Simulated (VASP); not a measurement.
Here is a VASP 6.6.1 calculation.

INCAR

```
SYSTEM = InSe
PREC = Accurate ; ENCUT = 520
EDIFF = 1E-6 ; ISMEAR = 0
SIGMA = 0.05 ; LREAL = .FALSE.
LASPH = .TRUE. ; NELM = 80
ALGO = Normal ; ISIF = 2
LWAVE = .FALSE. ; LCHARG = .TRUE.
LDIPOL = .TRUE. ; IDIPOL = 3
DIPOL = 0.5 0.5 0.408 ; GGA = PE
IVDW = 12 ; LELF = .TRUE.
LVHAR = .TRUE. ; LVACPOTAV = .TRUE.
NBANDS = 48
```

File KPOINTS:

```
Automatic mesh
0
G
  9 9 1
  0 0 0
```

POSCAR

```
InSe
1.0
    4.0266103640      0.0000000000      0.0000000000
   -2.0133051820      3.4871468663      0.0000000000
    0.0000000000      0.0000000000     28.2707108021
Se In
4 4
Direct
    0.0000000000      0.0000000000      0.1591753399
    0.0000000000      0.0000000000      0.3496677346
    0.4444444444      0.8888888889      0.4667500401
    0.4444444444      0.8888888889      0.6572424348
    0.6666666667      0.3333333333      0.2049979895
    0.6666666667      0.3333333333      0.3038451603
    1.1111111111      1.2222222222      0.5125726897
    1.1111111111      1.2222222222      0.6114198605
```

Potentials or basis: VASP PAW PBE potentials, release 64 (Se, In_d).

Run with:

```console
$ cat potpaw_PBE.64/Se/POTCAR potpaw_PBE.64/In_d/POTCAR > POTCAR
$ mpirun -np 1 vasp_std > vasp.out
```

Task: Predict the dispersion energy per atom.

Result: -0.253 eV.

Task: What does it give for the largest force?

Result: 0.049 eV/Å.

Task: Estimate the band gap on the k mesh.

Result: 1.15 eV, indirect (least direct gap 1.20 eV).

Forces in eV/Å, atoms in the order of the input:
```
Se   0.000  0.001 -0.011
Se   0.000  0.017  0.046
Se   0.000 -0.004 -0.048
Se   0.000  0.000  0.011
In   0.000  0.002  0.013
In   0.000 -0.010  0.022
In   0.000 -0.008 -0.019
In   0.000  0.001 -0.014
```

Caveat: spin-orbit coupling is left out, which moves the levels of the heavy elements.
